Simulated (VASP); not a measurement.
# Cu (P1) in VASP: single point with LDA

Aim: the single point of Cu with LDA.

Everything below comes from runs of VASP 6.6.1. Logs are shortened: lines on timing, memory, paths and dates and some standing lists are left out, and cuts for length are marked.

### 1 The cell of the first run

The typed cell holds 8 atoms: a = 2.556 Å, b = 2.556 Å, c = 20.450 Å, α = 60.00°, β = 60.00°, γ = 60.00°.

### 2 Single point, LDA

The input, INCAR:

```
ALGO = Normal ; EDIFF = 1E-6
ENCUT = 520 ; ISIF = 2
ISMEAR = 1 ; LASPH = True
LCHARG = False ; LREAL = False
LWAVE = False ; NBANDS = 54
NELM = 80 ; PREC = Accurate
SIGMA = 0.05
```

The input, KPOINTS:

```
k-points
0
Gamma
  8 8 1
```

The input, POSCAR:

```
Cu
1.0
    0.0000000000      1.8075000000      1.8075000000
    1.8075000000      0.0000000000      1.8075000000
   14.4600000000     14.4600000000      0.0000000000
Cu
8
Direct
    0.0014560000     -0.0242930000      0.0036650000
   -0.0074850000      0.0207220000      0.1238260000
   -0.0039950000     -0.0128690000      0.2510530000
    0.0098960000     -0.0019740000      0.3749950000
    0.0396490000     -0.0074360000      0.4950080000
   -0.0089300000      0.0022220000      0.6257310000
    0.0092050000     -0.0136860000      0.7523890000
   -0.0040270000     -0.0017950000      0.8727660000
```

Potentials or basis: VASP PAW LDA potentials, release 64 (Cu).

Command:

```console
> cat potpaw_LDA.64/Cu/POTCAR > POTCAR
> mpirun -np 1 vasp_std > vasp.out
```

OUTCAR:

```text
EDIFF = 1E-6
   ENCUT = 520
   ISIF = 2
   ISMEAR = 1
   LASPH = True
   LREAL = False
   NELM = 80
   PREC = Accurate

 ion  position               nearest neighbor table
   1  0.001  0.976  0.004-   2 2.45   2 2.51   2 2.52   8 2.61   8 2.65   8 2.66
   2  0.993  0.021  0.124-   1 2.45   1 2.51   1 2.52   3 2.56   3 2.58   3 2.62
   3  0.996  0.987  0.251-   4 2.53   4 2.53   2 2.56   4 2.57   2 2.58   2 2.62
   4  0.010  0.998  0.375-   5 2.47   5 2.49   5 2.51   3 2.53   3 2.53   3 2.57
   5  0.040  0.993  0.495-   4 2.47   4 2.49   4 2.51   6 2.60   6 2.63   6 2.68
   6  0.991  0.002  0.626-   7 2.55   7 2.59   7 2.59   5 2.60   5 2.63   5 2.68
   7  0.009  0.986  0.752-   8 2.46   8 2.50   8 2.53   6 2.55   6 2.59   6 2.59
   8  0.996  0.998  0.873-   7 2.46   7 2.50   7 2.53   1 2.61   1 2.65   1 2.66

  LATTYP: Found a trigonal (rhomboedric) cell.
 ALAT       =    16.7620654306
 COS(alpha) =     0.9883720930

  Lattice vectors:

 A1 = (   9.0375000000,  10.8450000000,  -9.0375000000)
 A2 = (  10.8450000000,   9.0375000000,  -9.0375000000)
 A3 = (   9.0375000000,   9.0375000000, -10.8450000000)

Analysis of symmetry for initial positions (statically):
=====================================================================
 Subroutine PRICEL returns:
 Original cell was already a primitive cell.

 Routine SETGRP: Setting up the symmetry group for a
 trigonal (rhombohedral) supercell.

 Subroutine GETGRP returns: Found  1 space group operations
 (whereof  1 operations were pure point group operations)
 out of a pool of 12 trial point group operations.

The static configuration has the point symmetry C_1 .

Analysis of symmetry for dynamics (positions and initial velocities):
=====================================================================
 Subroutine PRICEL returns:
 Original cell was already a primitive cell.

 Routine SETGRP: Setting up the symmetry group for a
 trigonal (rhombohedral) supercell.

 Subroutine GETGRP returns: Found  1 space group operations
 (whereof  1 operations were pure point group operations)
 out of a pool of 12 trial point group operations.

The dynamic configuration has the point symmetry C_1 .

 Subroutine INISYM returns: Found  1 space group operations
 (whereof  1 operations are pure point group operations),
 and found     1 'primitive' translations

----------------------------------------------------------------------------------------

                                     Primitive cell

  volume of cell :      94.4833

  direct lattice vectors                    reciprocal lattice vectors
     0.000000000  1.807500000  1.807500000    -0.276625173  0.276625173  0.276625173
     1.807500000  0.000000000  1.807500000     0.276625173 -0.276625173  0.276625173
    14.460000000 14.460000000  0.000000000     0.034578147  0.034578147 -0.034578147

  length of vectors
     2.556191014  2.556191014 20.449528112     0.479128854  0.479128854  0.059891107

  position of ions in fractional coordinates (direct lattice)
     0.001456000  0.975707000  0.003665000
     0.992515000  0.020722000  0.123826000
     0.996005000  0.987131000  0.251053000
     0.009896000  0.998026000  0.374995000
     0.039649000  0.992564000  0.495008000
     0.991070000  0.002222000  0.625731000
     0.009205000  0.986314000  0.752389000
     0.995973000  0.998205000  0.872766000

  ion indices of the primitive-cell ions
   primitive index   ion index
                 1           1
                 2           2
                 3           3
                 4           4
                 5           5
                 6           6
                 7           7
                 8           8

----------------------------------------------------------------------------------------

 KPOINTS: k-points

[... 20 lines left out ...]
|           W    W   A  A   R    R  NN   N  II  NN   N  G    G  !!!           |
|           W    W  A    A  R    R  N N  N  II  N N  N  G       !!!           |
|           W WW W  AAAAAA  RRRRR   N  N N  II  N  N N  G  GGG   !            |
|           WW  WW  A    A  R   R   N   NN  II  N   NN  G    G                |
|           W    W  A    A  R    R  N    N  II  N    N   GGGG   !!!           |
|                                                                             |
|     Your reciprocal lattice and k-lattice belong to different lattice       |
|     classes:                                                                |
|                                                                             |
|        The reciprocal lattice is rhombohedral (trigonal),                   |
|        whereas your k-lattice is body-centered cubic.                       |
|                                                                             |
|     Results are often still useful ...                                      |
|                                                                             |
 -----------------------------------------------------------------------------

 Subroutine IBZKPT returns following result:
 ===========================================

 Found     34 irreducible k-points:

 Following reciprocal coordinates:
            Coordinates               Weight
  0.000000  0.000000  0.000000      1.000000
  0.125000  0.000000  0.000000      2.000000
  0.000000 -0.125000  0.000000      2.000000
  0.125000  0.125000  0.000000      2.000000
  0.250000  0.000000  0.000000      2.000000
  0.000000 -0.250000  0.000000      2.000000
[... 16 lines left out ...]
  0.500000  0.125000  0.000000      2.000000
 -0.125000  0.500000  0.000000      2.000000
 [... further k-points ...]
   k-points           NKPTS =     34   k-points in BZ     NKDIM =     34   number of bands    NBANDS=     54
   number of dos      NEDOS =    301   number of ions     NIONS =      8
   total plane-waves  NPLWV =  64000
   dimension x,y,z NGX =    20 NGY =   20 NGZ =  160
   dimension x,y,z NGXF=    40 NGYF=   40 NGZF=  320
   ions per type =               8
   NGX,Y,Z   is equivalent  to a cutoff of  13.01, 13.01, 13.01 a.u.
   NGXF,Y,Z  is equivalent  to a cutoff of  26.01, 26.01, 26.01 a.u.
 SYSTEM =  unknown system
   PREC   = accura    normal or accurate (medium, high low for compatibility)
   ISTART =      0    job   : 0-new  1-cont  2-samecut
   ICHARG =      2    charge: 1-file 2-atom 10-const
   ISPIN  =      1    spin polarized calculation?
   LNONCOLLINEAR =      F non collinear calculations
   LSORBIT =      F    spin-orbit coupling
   LASPH  =      T    aspherical Exc in radial PAW
   ENCUT  =  520.0 eV  38.22 Ry    6.18 a.u.   4.75  4.75 38.02*2*pi/ulx,y,z
   NELM   =     80;   NELMIN=  2; NELMDL= -5     # of ELM steps
   EDIFF  = 0.1E-05   stopping-criterion for ELM
   LREAL  =      F    real-space projection
   EDIFFG = 0.1E-04   stopping-criterion for IOM
   NSW    =      0    number of steps for IOM
   IBRION =     -1    ionic relax: 0-MD 1-quasi-New 2-CG
   NFREE  =      0    steps in history (QN), initial steepest desc. (CG)
   ISIF   =      2    stress and relaxation
   ISYM   =      2    0-nonsym 1-usesym 2-fastsym
   POTIM  = 0.5000    time-step for ionic-motion
   TEBEG  =    0.0;   TEEND  =   0.0 temperature during run
   PSTRESS=    0.0 pullay stress
   NELECT =      88.0000    total number of electrons
   NUPDOWN=      -1.0000    fix difference up-down
   EMIN   =  10.00;   EMAX   =-10.00  energy-range for DOS
   EFERMI =   0.00;   METHOD = LEGACY
   ISMEAR =     1;   SIGMA  =   0.05  broadening in eV -4-tet -1-fermi 0-gaus
   EFERMI_NEDOS =   21; number of points for ismear=-14 and -15
   IALGO  =     38    algorithm
   IMIX   =      4    mixing-type and parameters
     AMIX     =   0.40;   BMIX     =  1.00
     AMIX_MAG =   1.60;   BMIX_MAG =  1.00
  volume/ion in A,a.u.               =      11.81        79.70
  Fermi-wavevector in a.u.,A,eV,Ry     =   1.598763  3.021224 34.777078  2.556043
  Thomas-Fermi vector in A             =   2.696162
   LORBIT       =      0    0 simple, 1 ext, 2 COOP (PROOUT), +10 PAW based schemes
   GGA     = CA    functional components
   LHFCALC =     F    Hartree Fock is set to
   AEXX    =    0.0000 exact exchange contribution
   IVDW    =     0    specifies the selected vdW correction
   LEPSILON=     F    determine dielectric tensor
   LRPA    =     F    only Hartree local field effects (RPA)
 non-spin polarized calculation
 Methfessel and Paxton  Order N= 1 SIGMA  =   0.05
  energy-cutoff  :      520.00
  volume of cell :       94.48
 maximum number of plane-waves:      2570
   NGX =  9   NGY =  9   NGZ = 75

 number of electron      88.0000001 magnetization

 Free energy of the ion-electron system (eV)
  ---------------------------------------------------
  ext. energy  EPLUGINS =         0.00000000
  ---------------------------------------------------
  free energy    TOTEN  =       -37.05947731 eV

  energy without entropy =      -37.05502619  energy(sigma->0) =      -37.05799360

 E-fermi :   7.2034     XC(G=0): -13.0983

 val. band max:        7.1911667662   @ k =  -0.1250  -0.2500   0.0000
 cond. band min:       7.4223975820   @ k =   0.0000   0.5000   0.0000
 fundamental gap:      0.2312308158
 Fermi energy:         7.2034281528

 k-point     1 :       0.0000    0.0000    0.0000
  band No.  band energies     occupation
      1      -2.0194      2.00000
      2      -1.4945      2.00000
      3      -1.4199      2.00000
      4       0.0725      2.00000
      5       0.1571      2.00000
      6       1.7857      2.00000
[... 1357 lines left out ...]
     53      14.7286      0.00000
     54      15.3399      0.00000

 [... further k-points ...]

------------------------ aborting loop because EDIFF is reached ----------------------------------------

  FORCE on cell =-STRESS in cart. coord.  units (eV):
  Direction    XX          YY          ZZ          XY          YZ          ZX
  --------------------------------------------------------------------------------------
  -------------------------------------------------------------------------------------
  Total       -6.1531633     -6.1386514     -6.1354979      0.1199965     -0.1302071     -0.1001134
  in kB     -104.3407909   -104.0947093   -104.0412346      2.0348112     -2.2079564     -1.6976488
  external PRESSURE =    -104.1589116 kB  Pullay stress =       0.0000000 kB

 VOLUME and BASIS-vectors are now :
 -----------------------------------------------------------------------------
  energy-cutoff  :      520.00
  volume of cell :       94.48
      direct lattice vectors                 reciprocal lattice vectors
     0.000000000  1.807500000  1.807500000    -0.276625173  0.276625173  0.276625173
     1.807500000  0.000000000  1.807500000     0.276625173 -0.276625173  0.276625173
    14.460000000 14.460000000  0.000000000     0.034578147  0.034578147 -0.034578147

 POSITION                                       TOTAL-FORCE (eV/Angst)
 -----------------------------------------------------------------------------------
      1.81659      0.05563      1.76622        -0.238805     -0.358551      0.312365
      1.82798      3.58449      1.83143         0.140403      0.269294     -0.263273
      5.41447      5.43051      3.58452        -0.052855     -0.088791      0.134466
      7.22636      5.44031      1.82182        -0.178236     -0.117831      0.108291
      8.95188      7.22948      1.86572         0.350889      0.246712     -0.301889
      9.05209     10.83943      1.79538        -0.112740     -0.028980      0.097728
     12.66231     10.89618      1.79940        -0.194668     -0.273300      0.147700
     14.42445     14.42042      3.60448         0.286011      0.351446     -0.235389
 -----------------------------------------------------------------------------------
    total drift:                                0.000657      0.000820      0.000113

  FREE ENERGIE OF THE ION-ELECTRON SYSTEM (eV)
  ---------------------------------------------------
  free  energy   TOTEN  =       -37.0594773102 eV

  energy  without entropy=      -37.0550261922  energy(sigma->0) =      -37.05799360
```

Run time: 8.6 min. Hardware: 1 thread of Intel Xeon 8259CL, shared host; peak memory 0.26 GiB.

Results:

```
Free energy            : -37.0595 eV
Pressure               : -10.4 GPa
Largest force          : 0.532 eV/Å
Band gap on the k mesh : zero (bands 44 and 45 overlap by 4.22 eV)
```

Forces on the atoms (eV/Å):
```
Cu  -0.239 -0.359  0.312
Cu   0.140  0.269 -0.263
Cu  -0.053 -0.089  0.134
Cu  -0.178 -0.118  0.108
Cu   0.351  0.247 -0.302
Cu  -0.113 -0.029  0.098
Cu  -0.195 -0.273  0.148
Cu   0.286  0.351 -0.235
```

Caveat: the k points lie up to 0.38 Å⁻¹ apart, too coarse for converged energies and pressures of a metal.

The gap in the log of VASP goes by the Fermi energy; the results here count the filled bands.